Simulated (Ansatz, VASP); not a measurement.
## Li2ClF: VASP beside Ansatz

```
CELL_PARAMETERS angstrom
1.65884 0.95773 5.34594
-1.65884 0.95773 5.34594
0.00000 -1.91546 5.34594
ATOMIC_POSITIONS crystal
F 0.00000 0.00000 0.00000
Cl 0.50000 0.50000 0.50000
Li 0.26271 0.26271 0.26271
Li 0.73729 0.73729 0.73729
```

Alike in both runs: task single point; functional PBE; k mesh 8 × 8 × 8; no spin polarisation.

|  | VASP | Ansatz |
| --- | --- | --- |
| version | VASP 6.6.1 | Ansatz 0.2.0 |
| potentials or method | VASP PAW PBE potentials, release 64 (F, Cl, Li_sv) | plane waves, PAW |
| plane-wave cutoff (eV) | 520 | 420 |
| occupations | gaussian, width 0.01 eV | fixed |
| valence electrons in the cell | 20 | 20 |

VASP gave:

```
gap on the k mesh at the Fermi level (eV) : 4.83
```

Q: Which values does Ansatz return?

A: gap on the k mesh at the Fermi level (eV): 4.82.

Noted on VASP's run: the cutoff is under 1.25 times that of the potentials, so the pressure is a little rough.
